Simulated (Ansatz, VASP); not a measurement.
Si2C in VASP and in Ansatz

```
Si C
1.0
     4.27368    0.00000    0.00000
     0.00000    5.70871    0.00000
     0.00000    0.00000    2.88277
Si C
4 2
Cartesian
  1.1681 4.9803 1.4414
  3.3049 3.5828 0.0000
  3.1056 0.7284 1.4414
  0.9688 2.1259 0.0000
  2.1368 2.8544 1.4414
  0.0000 0.0000 0.0000
```

Alike in both runs: functional PBE; k mesh 10 × 8 × 14; occupations gaussian, width 0.1 eV; no spin polarisation.

Ansatz relaxed the structure, and its values are those at the end. VASP's run is a single point on that final structure, the one shown.

|  | VASP | Ansatz |
| --- | --- | --- |
| version | VASP 6.6.1 | Ansatz 0.2.0 |
| potentials or method | VASP PAW PBE potentials, release 64 (Si, C), cutoff 520 eV | scalar-relativistic, plane waves, PAW |
| valence electrons in the cell | 24 | 24 |

|  | VASP | Ansatz | Ansatz less VASP |
| --- | --- | --- | --- |
| gap on the k mesh at the Fermi level (eV) | none | none | - |
| pressure (GPa) | 0.0 | 0.0 | -0.02 |
| rms of the force components (eV/Å) | 0.004 | 0.000 | -0.0031 |

A gap of «none» marks a metal or a gap that the smearing closes.
